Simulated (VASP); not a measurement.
Input of a VASP 6.6.1 run:

File INCAR:

```
PREC = Accurate ; ENCUT = 520
EDIFF = 1E-6 ; ISMEAR = -1
SIGMA = 0.05 ; LREAL = False
LASPH = True ; NELM = 60
ALGO = Fast ; ISIF = 2
LWAVE = False ; LCHARG = False
GGA = PE ; IBRION = 2
NSW = 60 ; EDIFFG = -0.01
```

KPOINTS

```
Automatic mesh
0
Gamma
  9 9 9
```

Contents of POSCAR:

```
TaAs
1.0
   -1.7218133622      1.7218133622      5.8679415361
    1.7218133622     -1.7218133622      5.8679415361
    1.7218133622      1.7218133622     -5.8679415361
Ta As
2 2
Direct
    0.4999673000      0.4999673000      0.0000000000
    0.2499673000      0.7499673000      0.5000000000
    0.0826321200      0.0826321200      0.0000000000
    0.8326321200      0.3326321200      0.5000000000
```

Potentials or basis: VASP PAW PBE potentials, release 64 (Ta_pv, As).

The run is started by

```sh
$ cat potpaw_PBE.64/Ta_pv/POTCAR potpaw_PBE.64/As/POTCAR > POTCAR
$ mpirun -np 1 vasp_std > vasp.out
```

Task: What does it give for the energy gained by relaxing?

Result: 0.0 meV/atom.

Task: Predict the band gap on the k mesh.

Result: 0.01 eV (least direct gap 0.04 eV).

Forces in eV/Å, atoms in the order of the input:
```
Ta   0.000  0.000 -0.005
Ta   0.000  0.000 -0.005
As   0.000  0.000  0.005
As   0.000  0.000  0.005
```

Caveat: the smearing spreads over this small gap; spin-orbit coupling is left out, which moves the levels of the heavy elements. A k mesh can miss the band edges.
